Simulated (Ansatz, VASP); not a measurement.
**RbBr in VASP and in Ansatz**

```
Rb Br
1.0
     0.00000    3.62194    3.62194
     3.62194    0.00000    3.62194
     3.62194    3.62194    0.00000
Rb Br
1 1
Direct
  0.00000 0.00000 0.00000
  0.50000 0.50000 0.50000
```

Alike in both runs: task single point; functional PBE; k mesh 6 × 6 × 6; occupations gaussian, width 0.02 eV; no spin polarisation.

|  | VASP | Ansatz |
| --- | --- | --- |
| version | VASP 6.6.1 | Ansatz 0.2.0 |
| potentials or method | VASP PAW PBE potentials, release 64 (Rb_sv, Br), cutoff 520 eV | scalar-relativistic, plane waves, PAW |
| valence electrons in the cell | 16 | 16 |

```csv
,VASP,Ansatz,Ansatz less VASP
gap on the k mesh at the Fermi level (eV),3.97,3.98,+0.001
least direct gap on the mesh (eV),3.97,3.98,+0.001
pressure (GPa),-0.9,-0.9,-0.01
```
